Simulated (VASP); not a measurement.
# MgS (Niningerite) (Fm-3m) in VASP: notebook

The runs below take MgS (Niningerite) through single point, with PBE0, HF, LDA.

Everything below comes from runs of VASP 6.6.1. Logs are shortened: lines on timing, memory, paths and dates and some standing lists are left out, and cuts for length are marked.

**1. The cell of the first run**

The structure is cubic, space group Fm-3m (No. 225). The conventional cell has a = 5.203 Å, b = 5.203 Å, c = 5.203 Å, α = 90.00°, β = 90.00°, γ = 90.00°. S (site symmetry m-3m) has 6 Mg at 2.60 Å within 3.4 Å. Mg (site symmetry m-3m) has 6 S at 2.60 Å within 3.4 Å.

**2. Single point, PBE0**

POSCAR

```
MgS
1.0
    0.0000000000      2.6016500000      2.6016500000
    2.6016500000      0.0000000000      2.6016500000
    2.6016500000      2.6016500000      0.0000000000
S Mg
1 1
Direct
    0.5000000000      0.5000000000      0.5000000000
    0.0000000000      0.0000000000      0.0000000000
```

INCAR.step1

```
PREC = Accurate
ENCUT = 520
EDIFF = 1E-5
ISMEAR = -1
SIGMA = 0.05
LREAL = F
LASPH = T
NELM = 60
ALGO = Normal
ISIF = 2
LWAVE = T
NBANDS = 11
GGA = PE
```

INCAR.step2

```
PREC = Accurate
ENCUT = 520
EDIFF = 1E-6
ISMEAR = -1
SIGMA = 0.05
LREAL = F
LASPH = T
NELM = 60
ALGO = Normal
ISIF = 2
LWAVE = F
LCHARG = T
GGA = PE
LHFCALC = T
AEXX = 0.25
PRECFOCK = Normal
LELF = T
LVHAR = T
NBANDS = 11
ISTART = 1
```

KPOINTS

```
regular mesh
0
Gamma
  6 6 6
```

Potentials or basis: VASP PAW PBE potentials, release 64 (S, Mg).

On the command line:

```bash
$ cat potpaw_PBE.64/S/POTCAR potpaw_PBE.64/Mg/POTCAR > POTCAR
$ cp INCAR.step1 INCAR
$ mpirun -np 1 vasp_std > vasp.out
$ cp INCAR.step2 INCAR
$ mpirun -np 1 vasp_std > vasp.out
```

OUTCAR:

```text
PREC = Accurate
   ENCUT = 520
   EDIFF = 1E-6
   ISMEAR = -1
   LREAL = F
   LASPH = T
   NELM = 60
   ISIF = 2
   GGA = PE
   LHFCALC = T
   AEXX = 0.25
   PRECFOCK = Normal
   ISTART = 1

 ion  position               nearest neighbor table
   1  0.500  0.500  0.500-   2 2.60   2 2.60   2 2.60   2 2.60   2 2.60   2 2.60
   2  0.000  0.000  0.000-   1 2.60   1 2.60   1 2.60   1 2.60   1 2.60   1 2.60

  LATTYP: Found a face centered cubic cell.
 ALAT       =     5.2033000000

  Lattice vectors:

 A1 = (   0.0000000000,   2.6016500000,   2.6016500000)
 A2 = (   2.6016500000,   0.0000000000,   2.6016500000)
 A3 = (   2.6016500000,   2.6016500000,   0.0000000000)

Analysis of symmetry for initial positions (statically):
=====================================================================
 Subroutine PRICEL returns:
 Original cell was already a primitive cell.

 Routine SETGRP: Setting up the symmetry group for a
 face centered cubic supercell.

 Subroutine GETGRP returns: Found 48 space group operations
 (whereof 48 operations were pure point group operations)
 out of a pool of 48 trial point group operations.

The static configuration has the point symmetry O_h .

Analysis of symmetry for dynamics (positions and initial velocities):
=====================================================================
 Subroutine PRICEL returns:
 Original cell was already a primitive cell.

 Routine SETGRP: Setting up the symmetry group for a
 face centered cubic supercell.

 Subroutine GETGRP returns: Found 48 space group operations
 (whereof 48 operations were pure point group operations)
 out of a pool of 48 trial point group operations.

The dynamic configuration has the point symmetry O_h .

 Subroutine INISYM returns: Found 48 space group operations
 (whereof 48 operations are pure point group operations),
 and found     1 'primitive' translations

----------------------------------------------------------------------------------------

                                     Primitive cell

  volume of cell :      35.2190

  direct lattice vectors                    reciprocal lattice vectors
     0.000000000  2.601650000  2.601650000    -0.192185728  0.192185728  0.192185728
     2.601650000  0.000000000  2.601650000     0.192185728 -0.192185728  0.192185728
     2.601650000  2.601650000  0.000000000     0.192185728  0.192185728 -0.192185728

  length of vectors
     3.679288715  3.679288715  3.679288715     0.332875446  0.332875446  0.332875446

  position of ions in fractional coordinates (direct lattice)
     0.500000000  0.500000000  0.500000000
     0.000000000  0.000000000  0.000000000

  ion indices of the primitive-cell ions
   primitive index   ion index
                 1           1
                 2           2

----------------------------------------------------------------------------------------

 KPOINTS: regular mesh

Automatic generation of k-mesh.
 Grid dimensions read from file:
 generate k-points for:    6    6    6

 Generating k-lattice:

  Cartesian coordinates                     Fractional coordinates (reciprocal lattice)
    -0.032030955  0.032030955  0.032030955     0.166666667  0.000000000  0.000000000
     0.032030955 -0.032030955  0.032030955     0.000000000  0.166666667  0.000000000
     0.032030955  0.032030955 -0.032030955     0.000000000  0.000000000  0.166666667

  Length of vectors
     0.055479241  0.055479241  0.055479241

  Shift w.r.t. Gamma in fractional coordinates (k-lattice)
     0.000000000  0.000000000  0.000000000

 Subroutine IBZKPT returns following result:
 ===========================================

 Found     16 irreducible k-points:

 Following reciprocal coordinates:
            Coordinates               Weight
  0.000000  0.000000  0.000000      1.000000
  0.166667  0.000000  0.000000      8.000000
  0.333333  0.000000  0.000000      8.000000
  0.500000  0.000000  0.000000      4.000000
  0.166667  0.166667  0.000000      6.000000
  0.333333  0.166667  0.000000     24.000000
[... 8 lines left out ...]
 -0.333333  0.333333  0.166667     24.000000
 -0.333333  0.500000  0.166667     12.000000
   k-points           NKPTS =     16   k-points in BZ     NKDIM =    216   number of bands    NBANDS=     11
   number of dos      NEDOS =    301   number of ions     NIONS =      2
   total plane-waves  NPLWV =  21952
   dimension x,y,z NGX =    28 NGY =   28 NGZ =   28
   dimension x,y,z NGXF=    56 NGYF=   56 NGZF=   56
   ions per type =               1   1
   NGX,Y,Z   is equivalent  to a cutoff of  12.65, 12.65, 12.65 a.u.
   NGXF,Y,Z  is equivalent  to a cutoff of  25.30, 25.30, 25.30 a.u.
 SYSTEM =  unknown system
   PREC   = accura    normal or accurate (medium, high low for compatibility)
   ISTART =      1    job   : 0-new  1-cont  2-samecut
   ICHARG =      0    charge: 1-file 2-atom 10-const
   ISPIN  =      1    spin polarized calculation?
   LNONCOLLINEAR =      F non collinear calculations
   LSORBIT =      F    spin-orbit coupling
   LASPH  =      T    aspherical Exc in radial PAW
   ENCUT  =  520.0 eV  38.22 Ry    6.18 a.u.   6.84  6.84  6.84*2*pi/ulx,y,z
   NELM   =     60;   NELMIN=  2; NELMDL=  0     # of ELM steps
   EDIFF  = 0.1E-05   stopping-criterion for ELM
   LREAL  =      F    real-space projection
   EDIFFG = 0.1E-04   stopping-criterion for IOM
   NSW    =      0    number of steps for IOM
   IBRION =     -1    ionic relax: 0-MD 1-quasi-New 2-CG
   NFREE  =      0    steps in history (QN), initial steepest desc. (CG)
   ISIF   =      2    stress and relaxation
   ISYM   =      3    0-nonsym 1-usesym 2-fastsym
   POTIM  = 0.5000    time-step for ionic-motion
   TEBEG  =    0.0;   TEEND  =   0.0 temperature during run
   PSTRESS=    0.0 pullay stress
   NELECT =       8.0000    total number of electrons
   NUPDOWN=      -1.0000    fix difference up-down
   EMIN   =  10.00;   EMAX   =-10.00  energy-range for DOS
   EFERMI =   0.00;   METHOD = LEGACY
   ISMEAR =    -1;   SIGMA  =   0.05  broadening in eV -4-tet -1-fermi 0-gaus
   EFERMI_NEDOS =   21; number of points for ismear=-14 and -15
   IALGO  =     38    algorithm
   IMIX   =      1    mixing-type and parameters
     AMIX     =   0.40;   BMIX     =  1.00
     AMIX_MAG =   1.60;   BMIX_MAG =  1.00
  volume/ion in A,a.u.               =      17.61       118.83
  Fermi-wavevector in a.u.,A,eV,Ry     =   0.998878  1.887606 13.575323  0.997758
  Thomas-Fermi vector in A             =   2.131131
   LORBIT       =      0    0 simple, 1 ext, 2 COOP (PROOUT), +10 PAW based schemes
   GGA     = PE    functional components
   LHFCALC =     T    Hartree Fock is set to
   PRECFOCK=normal    Normal, Fast or Accurate (Low or Medium for compatibility)
   ENCUT4O =  -1.0   cutoff for four orbital integrals eV
   NKREDX  =     1    reduce k-point grid by
   NKREDY  =     1    reduce k-point grid by
   NKREDZ  =     1    reduce k-point grid by
   AEXX    =    0.2500 exact exchange contribution
   HFSCREEN=    0.0000 screening length (either q_TF or 0.3 A-1)
   HFSCREENC=   0.0000 screening length for correlation (either q_TF or 0.3 A-1)
   ENCUTFOCK=  -1.0 apply spherical cutoff to Coloumb kernel
   IVDW    =     0    specifies the selected vdW correction
   LEPSILON=     F    determine dielectric tensor
   LRPA    =     F    only Hartree local field effects (RPA)
 non-spin polarized calculation
  energy-cutoff  :      520.00
  volume of cell :       35.22
 maximum number of plane-waves:       960
  NGX = 24; NGY = 24; NGZ = 24

 number of electron       8.0000000 magnetization

 Free energy of the ion-electron system (eV)
  ---------------------------------------------------
  ext. energy  EPLUGINS =         0.00000000
  ---------------------------------------------------
  free energy    TOTEN  =       -10.45070509 eV

  energy without entropy =      -10.45070509  energy(sigma->0) =      -10.45070509

 E-fermi :   3.7206     XC(G=0):  -7.6520

 val. band max:        2.6854972226   @ k =   0.0000   0.0000   0.0000
 cond. band min:       7.1753633245   @ k =   0.5000   0.5000   0.0000
 fundamental gap:      4.4898661019
 Fermi energy:         3.7205698516

 k-point     1 :       0.0000    0.0000    0.0000
  band No.  band energies     occupation
      1     -11.3315      2.00000
      2       2.6855      2.00000
      3       2.6855      2.00000
      4       2.6855      2.00000
      5       8.1985      0.00000
      6      12.5473      0.00000
      7      12.5473      0.00000
      8      12.5473      0.00000
      9      15.1521      0.00000
     10      15.1521      0.00000
     11      17.1530      0.00000

 k-point     2 :       0.1667    0.0000    0.0000
  band No.  band energies     occupation
      1     -11.0419      2.00000
      2       0.9372      2.00000
      3       2.5006      2.00000
      4       2.5006      2.00000
      5       9.3234      0.00000
      6      12.2579      0.00000
      7      12.8461      0.00000
      8      12.8461      0.00000
      9      14.3979      0.00000
     10      14.3979      0.00000
     11      17.2754      0.00000

 k-point     3 :       0.3333    0.0000    0.0000
  band No.  band energies     occupation
      1     -10.3429      2.00000
      2      -1.5301      2.00000
      3       2.1779      2.00000
      4       2.1779      2.00000
      5       9.2292      0.00000
      6      11.9512      0.00000
      7      11.9512      0.00000
      8      14.2135      0.00000
      9      16.3225      0.00000
     10      16.3441      0.00000
     11      16.3441      0.00000
[... 155 lines left out ...]
 k-point    15 :      -0.3333    0.3333    0.1667
  band No.  band energies     occupation
      1      -9.5606      2.00000
      2      -1.6295      2.00000
      3      -0.2986      2.00000
      4       0.9650      2.00000
      5       9.8664      0.00000
      6      11.2853      0.00000
      7      13.3883      0.00000
      8      13.6681      0.00000
      9      17.0908      0.00000
     10      18.9006      0.00000
     11      20.8009      0.00000

 k-point    16 :      -0.3333    0.5000    0.1667
  band No.  band energies     occupation
      1      -9.4465      2.00000
      2      -1.4617      2.00000
      3      -0.1527      2.00000
      4       0.2942      2.00000
      5       8.8980      0.00000
      6      10.7087      0.00000
      7      13.9357      0.00000
      8      14.5708      0.00000
      9      18.8100      0.00000
     10      20.0589      0.00000
     11      20.5382      0.00000

------------------------ aborting loop because EDIFF is reached ----------------------------------------

  FORCE on cell =-STRESS in cart. coord.  units (eV):
  Direction    XX          YY          ZZ          XY          YZ          ZX
  --------------------------------------------------------------------------------------
  -------------------------------------------------------------------------------------
  Total       -0.1653445     -0.1653445     -0.1653445      0.0000000     -0.0000000      0.0000000
  in kB       -7.5218335     -7.5218335     -7.5218335      0.0000000     -0.0000000      0.0000000
  external PRESSURE =      -7.5218335 kB  Pullay stress =       0.0000000 kB

 VOLUME and BASIS-vectors are now :
 -----------------------------------------------------------------------------
  energy-cutoff  :      520.00
  volume of cell :       35.22
      direct lattice vectors                 reciprocal lattice vectors
     0.000000000  2.601650000  2.601650000    -0.192185728  0.192185728  0.192185728
     2.601650000  0.000000000  2.601650000     0.192185728 -0.192185728  0.192185728
     2.601650000  2.601650000  0.000000000     0.192185728  0.192185728 -0.192185728

 POSITION                                       TOTAL-FORCE (eV/Angst)
 -----------------------------------------------------------------------------------
      2.60165      2.60165      2.60165        -0.000000     -0.000000     -0.000000
      0.00000      0.00000      0.00000         0.000000      0.000000      0.000000
 -----------------------------------------------------------------------------------
    total drift:                               -0.000000     -0.000000     -0.000000

  FREE ENERGIE OF THE ION-ELECTRON SYSTEM (eV)
  ---------------------------------------------------
  free  energy   TOTEN  =       -10.4507050882 eV

  energy  without entropy=      -10.4507050882  energy(sigma->0) =      -10.45070509
```

Run time: 7.6 min. Hardware: 1 thread of Intel Xeon Platinum 8488C (Sapphire Rapids), shared host; peak memory 0.17 GiB.

What came out:

```
Free energy            : -10.4507 eV
Pressure               : -0.8 GPa
Band gap on the k mesh : 4.49 eV, indirect (least direct gap 5.51 eV)
```

Caveat: the PAW data sets were made with another functional, which shifts forces and pressure a little. A k mesh can miss the band edges.

**3. Single point, HF**

This run uses another cell than the first one, of 18.46 Å³/atom, 1.048 times its volume.

POSCAR

```
MgS
1.0
    0.0000000000      2.6426463453      2.6426463453
    2.6426463453      0.0000000000      2.6426463453
    2.6426463453      2.6426463453      0.0000000000
S Mg
1 1
Direct
    0.5000000000      0.5000000000      0.5000000000
    0.0000000000      0.0000000000      0.0000000000
```

INCAR.step1

```
ALGO = Normal
EDIFF = 1E-5
ENCUT = 520
GGA = PE
ISIF = 2
ISMEAR = -1
LASPH = True
LREAL = False
LWAVE = True
NBANDS = 11
NELM = 80
PREC = Accurate
SIGMA = 0.05
```

INCAR.step2

```
AEXX = 1.0
AGGAC = 0.0
ALDAC = 0.0
ALGO = Normal
EDIFF = 1E-7
ENCUT = 520
GGA = PE
ISIF = 2
ISMEAR = -1
ISTART = 1
LASPH = True
LCHARG = True
LELF = True
LHFCALC = True
LREAL = False
LVHAR = True
LWAVE = False
NBANDS = 11
NELM = 80
PREC = Accurate
PRECFOCK = Normal
SIGMA = 0.05
```

KPOINTS

```
k-points
0
Gamma
  5 5 5
```

Potentials or basis: VASP PAW PBE potentials, release 64 (S, Mg).

On the command line:

```bash
$ cat potpaw_PBE.64/S/POTCAR potpaw_PBE.64/Mg/POTCAR > POTCAR
$ cp INCAR.step1 INCAR
$ mpirun -np 1 vasp_std > vasp.out
$ cp INCAR.step2 INCAR
$ mpirun -np 1 vasp_std > vasp.out
```

It took 5.5 min on 1 thread of Intel Xeon Platinum 8375C at 2.90GHz (Ice Lake), shared host; peak memory 0.17 GiB.

It converged, with:

```yaml
Free_energy: -14.3290 eV
Pressure: -0.5 GPa
Band_gap_on_the_k_mesh: 10.52 eV, indirect (least direct gap 11.24 eV)
```

Levels at points of the mesh, in eV from the valence-band top:
```tsv
k point	band 1	band 2	band 3	band 4	band 5	band 6	band 7	band 8
(0.00, 0.00, 0.00)	-17.42	0.00	0.00	0.00	11.24	16.00	16.00	16.00
```

Caveat: the PAW data sets were made with another functional, which shifts forces and pressure a little. A k mesh can miss the band edges.

**4. Single point, LDA (volume scaled by 0.96)**

INCAR

```
ALGO = Normal
EDIFF = 1E-7
ENCUT = 520
GGA = CA
ISIF = 2
ISMEAR = -1
LASPH = T
LCHARG = F
LREAL = F
LWAVE = F
NBANDS = 11
NELM = 80
PREC = Accurate
SIGMA = 0.05
```

KPOINTS

```
k-points
0
Gamma
  9 9 9
```

POSCAR

```
MgS
1.0
    0.0000000000      2.5664882573      2.5664882573
    2.5664882573      0.0000000000      2.5664882573
    2.5664882573      2.5664882573      0.0000000000
S Mg
1 1
Direct
    0.5000000000      0.5000000000      0.5000000000
    0.0000000000      0.0000000000      0.0000000000
```

Potentials or basis: VASP PAW LDA potentials, release 64 (S, Mg).

On the command line:

```bash
$ cat potpaw_LDA.64/S/POTCAR potpaw_LDA.64/Mg/POTCAR > POTCAR
$ mpirun -np 1 vasp_std > vasp.out
```

Wall time 11 s (1 thread of Intel Xeon 6975P-C, shared host); peak memory 0.15 GiB.

It converged, with:

| Quantity | Value |
| --- | --- |
| Free energy | -9.5919 eV |
| Pressure | -0.8 GPa |
| Band gap on the k mesh | 2.78 eV, indirect (least direct gap 3.82 eV) |

Levels at points of the mesh, in eV from the valence-band top:
| k point | band 1 | band 2 | band 3 | band 4 | band 5 | band 6 | band 7 | band 8 | band 9 |
| --- | --- | --- | --- | --- | --- | --- | --- | --- | --- |
| (0.00, 0.00, 0.00) | -12.88 | 0.00 | 0.00 | 0.00 | 3.82 | 7.81 | 7.81 | 7.81 | 10.31 |

Caveat: the cell differs from its parent crystal (volume scaled by 0.96). A k mesh can miss the band edges.

**5. Overview**

| level | potentials or basis | cell | k mesh | grid for exact exchange (PRECFOCK) | gap on the mesh (eV) | pressure (GPa) |
| --- | --- | --- | --- | --- | --- | --- |
| PBE0 | VASP PAW PBE potentials, release 64 (S, Mg) | a = 3.679 Å, angles 60.0°, 2 atoms | 6 × 6 × 6 | Normal | 4.49 | -0.8 |
| HF | VASP PAW PBE potentials, release 64 (S, Mg) | a = 3.737 Å, angles 60.0°, 2 atoms | 5 × 5 × 5 | Normal | 10.52 | -0.5 |
| LDA | VASP PAW LDA potentials, release 64 (S, Mg) | a = 3.630 Å, angles 60.0°, 2 atoms | 9 × 9 × 9 | - | 2.78 | -0.8 |

Alike in all rows: task single point; no spin polarisation; cutoff (eV) 520; smearing fermi-dirac 0.05 eV.

Caveats: the PAW data sets were made with another functional, which shifts forces and pressure a little (some runs).

Total energies depend on the potentials used, so only differences within one code and one set of settings carry meaning.
